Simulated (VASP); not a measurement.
A run of VASP 6.6.1:

File INCAR:

```
PREC     = Accurate       # precision mode
ENCUT    = 520            # plane-wave cutoff, eV
EDIFF    = 1E-7           # SCF threshold, eV
ISMEAR   = 0              # smearing method
SIGMA    = 0.05           # smearing width, eV
LREAL    = F              # projectors in reciprocal space
LASPH    = T              # aspherical terms in the spheres
NELM     = 100            # most SCF steps
ALGO     = Normal         # electronic algorithm
ISIF     = 2              # what is computed and relaxed
LWAVE    = F              # write WAVECAR
LCHARG   = F              # write CHGCAR
GGA      = CA             # functional
NBANDS   = 33             # bands
```

File KPOINTS:

```
Automatic mesh
0
Gamma
  6 6 2
```

Contents of POSCAR:

```
K3I2Br
1.0
    4.5933000000      0.0000000000      0.0000000000
   -2.2966500000      3.9779144872      0.0000000000
    0.0000000000      0.0000000000     11.5680398841
K I Br
3 2 1
Direct
    0.0000000000      0.0000000000      0.5000000000
    0.3333333333      0.6666666667      0.1500969033
    0.6666666667      0.3333333333      0.8499030967
    0.3333333333      0.6666666667      0.6750221222
    0.6666666667      0.3333333333      0.3249778778
    0.0000000000      0.0000000000      0.0000000000
```

Potentials or basis: VASP PAW LDA potentials, release 64 (K_sv, I, Br).

The run is started by

```console
$ cat potpaw_LDA.64/K_sv/POTCAR potpaw_LDA.64/I/POTCAR potpaw_LDA.64/Br/POTCAR > POTCAR
$ mpirun -np 1 vasp_std > vasp.out
```

Hardware: 1 thread of Intel Xeon 8259CL (shared host).

Task: Estimate the wall time of this run.

Result: Run time: 3.4 min on 1 thread of Intel Xeon 8259CL, with other jobs on the host, peak memory 0.31 GiB. Counts: scf iterations 15, k points 14.
